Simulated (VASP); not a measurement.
# NiO (Fm-3m) in VASP: a series of runs

NiO is run at these levels: PBE; tasks: single point.

Program: VASP 6.6.1. These are calculated values, not measurements. Logs are shortened: lines on timing, memory, paths and dates and some standing lists are left out, and cuts for length are marked.

**Experimental background.**

From “Local correlations, non-local screening, multiplets, and band formation in NiO”, 2012, arxiv:1210.6675, for a bulk crystal of NiO: band gap 4.3 eV.

How close the calculation comes is told below.

### 1 The cell of the first run

It takes space group Fm-3m (No. 225, cubic). The conventional cell has a = 4.159 Å, b = 4.159 Å, c = 4.159 Å, α = 90.00°, β = 90.00°, γ = 90.00°. Within 2.8 Å of Ni (site symmetry m-3m) lie 6 O at 2.08 Å. Within 2.8 Å of O (site symmetry m-3m) lie 6 Ni at 2.08 Å.

### 2 Single point, PBE

The input, INCAR:

```
PREC = Accurate
ENCUT = 520
EDIFF = 1E-6
ISMEAR = 0
SIGMA = 0.05
LREAL = F
LASPH = T
NELM = 60
ALGO = Normal
ISIF = 2
LWAVE = F
LCHARG = T
GGA = PE
LELF = T
LVHAR = T
NBANDS = 15
```

The input, KPOINTS:

```
Automatic mesh
0
Gamma
  14 14 14
```

The input, POSCAR:

```
NiO
1.0
    0.0000000000      2.0796301279      2.0796301279
    2.0796301279      0.0000000000      2.0796301279
    2.0796301279      2.0796301279      0.0000000000
Ni O
1 1
Direct
    0.0000000000      0.0000000000      0.0000000000
    0.5000000000      0.5000000000      0.5000000000
```

Potentials or basis: VASP PAW PBE potentials, release 64 (Ni, O).

Run with:

```bash
cat potpaw_PBE.64/Ni/POTCAR potpaw_PBE.64/O/POTCAR > POTCAR
mpirun -np 1 vasp_std > vasp.out
```

OUTCAR:

```text
PREC = Accurate
   ENCUT = 520
   EDIFF = 1E-6
   ISMEAR = 0
   LREAL = F
   LASPH = T
   NELM = 60
   ISIF = 2
   GGA = PE

 ion  position               nearest neighbor table
   1  0.000  0.000  0.000-   2 2.08   2 2.08   2 2.08   2 2.08   2 2.08   2 2.08
   2  0.500  0.500  0.500-   1 2.08   1 2.08   1 2.08   1 2.08   1 2.08   1 2.08

  LATTYP: Found a face centered cubic cell.
 ALAT       =     4.1592602558

  Lattice vectors:

 A1 = (   0.0000000000,   2.0796301279,   2.0796301279)
 A2 = (   2.0796301279,   0.0000000000,   2.0796301279)
 A3 = (   2.0796301279,   2.0796301279,   0.0000000000)

Analysis of symmetry for initial positions (statically):
=====================================================================
 Subroutine PRICEL returns:
 Original cell was already a primitive cell.

 Routine SETGRP: Setting up the symmetry group for a
 face centered cubic supercell.

 Subroutine GETGRP returns: Found 48 space group operations
 (whereof 48 operations were pure point group operations)
 out of a pool of 48 trial point group operations.

The static configuration has the point symmetry O_h .

Analysis of symmetry for dynamics (positions and initial velocities):
=====================================================================
 Subroutine PRICEL returns:
 Original cell was already a primitive cell.

 Routine SETGRP: Setting up the symmetry group for a
 face centered cubic supercell.

 Subroutine GETGRP returns: Found 48 space group operations
 (whereof 48 operations were pure point group operations)
 out of a pool of 48 trial point group operations.

The dynamic configuration has the point symmetry O_h .

 Subroutine INISYM returns: Found 48 space group operations
 (whereof 48 operations are pure point group operations),
 and found     1 'primitive' translations

----------------------------------------------------------------------------------------

                                     Primitive cell

  volume of cell :      17.9882

  direct lattice vectors                    reciprocal lattice vectors
     0.000000000  2.079630128  2.079630128    -0.240427369  0.240427369  0.240427369
     2.079630128  0.000000000  2.079630128     0.240427369 -0.240427369  0.240427369
     2.079630128  2.079630128  0.000000000     0.240427369  0.240427369 -0.240427369

  length of vectors
     2.941041132  2.941041132  2.941041132     0.416432419  0.416432419  0.416432419

  position of ions in fractional coordinates (direct lattice)
     0.000000000  0.000000000  0.000000000
     0.500000000  0.500000000  0.500000000

  ion indices of the primitive-cell ions
   primitive index   ion index
                 1           1
                 2           2

----------------------------------------------------------------------------------------

 KPOINTS: Automatic mesh

Automatic generation of k-mesh.
 Grid dimensions read from file:
 generate k-points for:   14   14   14

 Generating k-lattice:

  Cartesian coordinates                     Fractional coordinates (reciprocal lattice)
    -0.017173383  0.017173383  0.017173383     0.071428571  0.000000000  0.000000000
     0.017173383 -0.017173383  0.017173383     0.000000000  0.071428571  0.000000000
     0.017173383  0.017173383 -0.017173383     0.000000000  0.000000000  0.071428571

  Length of vectors
     0.029745173  0.029745173  0.029745173

  Shift w.r.t. Gamma in fractional coordinates (k-lattice)
     0.000000000  0.000000000  0.000000000

 Subroutine IBZKPT returns following result:
 ===========================================

 Found    104 irreducible k-points:

 Following reciprocal coordinates:
            Coordinates               Weight
  0.000000  0.000000  0.000000      1.000000
  0.071429  0.000000  0.000000      8.000000
  0.142857  0.000000  0.000000      8.000000
  0.214286  0.000000  0.000000      8.000000
  0.285714  0.000000  0.000000      8.000000
  0.357143  0.000000  0.000000      8.000000
[... 16 lines left out ...]
  0.214286  0.142857  0.000000     24.000000
  0.285714  0.142857  0.000000     24.000000
 [... further k-points ...]
   k-points           NKPTS =    104   k-points in BZ     NKDIM =    104   number of bands    NBANDS=     15
   number of dos      NEDOS =    301   number of ions     NIONS =      2
   total plane-waves  NPLWV =  13824
   dimension x,y,z NGX =    24 NGY =   24 NGZ =   24
   dimension x,y,z NGXF=    48 NGYF=   48 NGZF=   48
   ions per type =               1   1
   NGX,Y,Z   is equivalent  to a cutoff of  13.57, 13.57, 13.57 a.u.
   NGXF,Y,Z  is equivalent  to a cutoff of  27.13, 27.13, 27.13 a.u.
 SYSTEM =  unknown system
   PREC   = accura    normal or accurate (medium, high low for compatibility)
   ISTART =      0    job   : 0-new  1-cont  2-samecut
   ICHARG =      2    charge: 1-file 2-atom 10-const
   ISPIN  =      1    spin polarized calculation?
   LNONCOLLINEAR =      F non collinear calculations
   LSORBIT =      F    spin-orbit coupling
   LASPH  =      T    aspherical Exc in radial PAW
   ENCUT  =  520.0 eV  38.22 Ry    6.18 a.u.   5.47  5.47  5.47*2*pi/ulx,y,z
   NELM   =     60;   NELMIN=  2; NELMDL= -5     # of ELM steps
   EDIFF  = 0.1E-05   stopping-criterion for ELM
   LREAL  =      F    real-space projection
   EDIFFG = 0.1E-04   stopping-criterion for IOM
   NSW    =      0    number of steps for IOM
   IBRION =     -1    ionic relax: 0-MD 1-quasi-New 2-CG
   NFREE  =      0    steps in history (QN), initial steepest desc. (CG)
   ISIF   =      2    stress and relaxation
   ISYM   =      2    0-nonsym 1-usesym 2-fastsym
   POTIM  = 0.5000    time-step for ionic-motion
   TEBEG  =    0.0;   TEEND  =   0.0 temperature during run
   PSTRESS=    0.0 pullay stress
   NELECT =      16.0000    total number of electrons
   NUPDOWN=      -1.0000    fix difference up-down
   EMIN   =  10.00;   EMAX   =-10.00  energy-range for DOS
   EFERMI =   0.00;   METHOD = LEGACY
   ISMEAR =     0;   SIGMA  =   0.05  broadening in eV -4-tet -1-fermi 0-gaus
   EFERMI_NEDOS =   21; number of points for ismear=-14 and -15
   IALGO  =     38    algorithm
   IMIX   =      4    mixing-type and parameters
     AMIX     =   0.40;   BMIX     =  1.00
     AMIX_MAG =   1.60;   BMIX_MAG =  1.00
  volume/ion in A,a.u.               =       8.99        60.70
  Fermi-wavevector in a.u.,A,eV,Ry     =   1.574413  2.975210 33.725808  2.478777
  Thomas-Fermi vector in A             =   2.675551
   LORBIT       =      0    0 simple, 1 ext, 2 COOP (PROOUT), +10 PAW based schemes
   GGA     = PE    functional components
   LHFCALC =     F    Hartree Fock is set to
   AEXX    =    0.0000 exact exchange contribution
   IVDW    =     0    specifies the selected vdW correction
   LEPSILON=     F    determine dielectric tensor
   LRPA    =     F    only Hartree local field effects (RPA)
 non-spin polarized calculation
 Gauss-broadening in eV      SIGMA  =   0.05
  energy-cutoff  :      520.00
  volume of cell :       17.99
 maximum number of plane-waves:       531
 NGX is ok and might be reduce to    24
   NGX = 11   NGY = 11   NGZ = 11

 number of electron      15.9999996 magnetization

 Free energy of the ion-electron system (eV)
  ---------------------------------------------------
  ext. energy  EPLUGINS =         0.00000000
  ---------------------------------------------------
  free energy    TOTEN  =       -11.38010002 eV

  energy without entropy =      -11.37694630  energy(sigma->0) =      -11.37852316

 E-fermi :   8.0174     XC(G=0): -12.7589

 val. band max:        8.0056933298   @ k =   0.2857   0.0714   0.0000
 cond. band min:       8.0174565230   @ k =  -0.3571   0.2857   0.1429
 fundamental gap:      0.0117631932
 Fermi energy:         8.0173802425

 k-point     1 :       0.0000    0.0000    0.0000
  band No.  band energies     occupation
      1     -12.5118      2.00000
      2       4.8955      2.00000
      3       4.8955      2.00000
      4       4.8955      2.00000
      5       6.1559      2.00000
      6       6.1559      2.00000
      7       6.1559      2.00000
      8       6.4885      2.00000
      9       6.4885      2.00000
     10       9.7614      0.00000
     11      25.9426      0.00000
     12      27.2531      0.00000
     13      27.2531      0.00000
     14      27.2531      0.00000
     15      30.8642      0.00000

 k-point     2 :       0.0714    0.0000    0.0000
  band No.  band energies     occupation
      1     -12.4531      2.00000
      2       4.4263      2.00000
      3       4.6239      2.00000
      4       4.6239      2.00000
      5       6.2133      2.00000
      6       6.2134      2.00000
      7       6.2876      2.00000
      8       6.7640      2.00000
      9       6.7640      2.00000
     10      10.1229      0.00000
     11      24.7079      0.00000
     12      27.0823      0.00000
     13      27.0823      0.00000
     14      27.9219      0.00000
     15      30.3682      0.00000

 k-point     3 :       0.1429    0.0000    0.0000
  band No.  band energies     occupation
      1     -12.2845      2.00000
      2       3.4545      2.00000
      3       4.1092      2.00000
      4       4.1092      2.00000
      5       6.3295      2.00000
      6       6.3295      2.00000
      7       6.4761      2.00000
      8       7.3375      2.00000
      9       7.3375      2.00000
     10      10.9765      0.00000
     11      22.9060      0.00000
     12      26.3981      0.00000
     13      26.3981      0.00000
     14      28.3818      0.00000
     15      29.9804      0.00000
[... 343 lines left out ...]
 k-point    23 :       0.2143    0.1429    0.0000
  band No.  band energies     occupation
      1     -12.0384      2.00000
      2       2.3240      2.00000
      3       3.9496      2.00000
      4       4.0418      2.00000
      5       5.9723      2.00000
      6       6.6280      2.00000
      7       6.9087      2.00000
      8       7.0895      2.00000
      9       7.7459      2.00000
     10      12.3331      0.00000
     11      22.2611      0.00000
     12      23.9364      0.00000
     13      25.2090      0.00000
     14      26.1131      0.00000
     15      32.3084      0.00000

 k-point    24 :       0.2857    0.1429    0.0000
  band No.  band energies     occupation
      1     -11.7913      2.00000
      2       1.6821      2.00000
      3       3.3784      2.00000
      4       3.6307      2.00000
      5       6.1098      2.00000
      6       6.7755      2.00000
      7       7.0342      2.00000
      8       7.5372      2.00000
      9       8.2095      0.00000
     10      13.1966      0.00000
     11      20.7894      0.00000
     12      22.7345      0.00000
     13      24.5759      0.00000
     14      26.9419      0.00000
     15      32.5794      0.00000

 [... further k-points ...]

------------------------ aborting loop because EDIFF is reached ----------------------------------------

  FORCE on cell =-STRESS in cart. coord.  units (eV):
  Direction    XX          YY          ZZ          XY          YZ          ZX
  --------------------------------------------------------------------------------------
  -------------------------------------------------------------------------------------
  Total        0.0227956      0.0227956      0.0227956      0.0000000      0.0000000      0.0000000
  in kB        2.0303622      2.0303622      2.0303622      0.0000000      0.0000000      0.0000000
  external PRESSURE =       2.0303622 kB  Pullay stress =       0.0000000 kB

 VOLUME and BASIS-vectors are now :
 -----------------------------------------------------------------------------
  energy-cutoff  :      520.00
  volume of cell :       17.99
      direct lattice vectors                 reciprocal lattice vectors
     0.000000000  2.079630128  2.079630128    -0.240427369  0.240427369  0.240427369
     2.079630128  0.000000000  2.079630128     0.240427369 -0.240427369  0.240427369
     2.079630128  2.079630128  0.000000000     0.240427369  0.240427369 -0.240427369

 POSITION                                       TOTAL-FORCE (eV/Angst)
 -----------------------------------------------------------------------------------
      0.00000      0.00000      0.00000        -0.000000     -0.000000     -0.000000
      2.07963      2.07963      2.07963         0.000000      0.000000      0.000000
 -----------------------------------------------------------------------------------
    total drift:                                0.000000     -0.000000     -0.000000

  FREE ENERGIE OF THE ION-ELECTRON SYSTEM (eV)
  ---------------------------------------------------
  free  energy   TOTEN  =       -11.3801000201 eV

  energy  without entropy=      -11.3769462963  energy(sigma->0) =      -11.37852316
```

Run time: 22 s. Hardware: 1 thread of Intel Xeon Platinum 8488C (Sapphire Rapids), shared host; peak memory 0.15 GiB.

What came out:

| Item | Value |
| --- | --- |
| Free energy | -11.3801 eV |
| Pressure | 0.2 GPa |
| Band gap on the k mesh | zero (band 8 reaches 9.36 eV, above the bottom of band 9 at 6.49 eV) |

Levels at points of the mesh, in eV from the Fermi level:
```csv
k point,band 6,band 7,band 8,band 9,band 10,band 11
"(0.00, 0.00, 0.00)",-1.86,-1.86,-1.53,-1.53,1.74,17.93
"(0.50, 0.00, 0.00)",-1.02,-0.64,1.34,1.34,5.73,10.22
"(0.50, 0.50, 0.00)",-1.13,-0.75,-0.75,-0.59,6.55,10.67
```

Caveat: the run has no spin polarisation, though such a crystal can be magnetic; semilocal functionals often make such compounds metallic where correlation or magnetic order opens a gap, which also shifts bond lengths.

(Continued in part 2 of 2.)
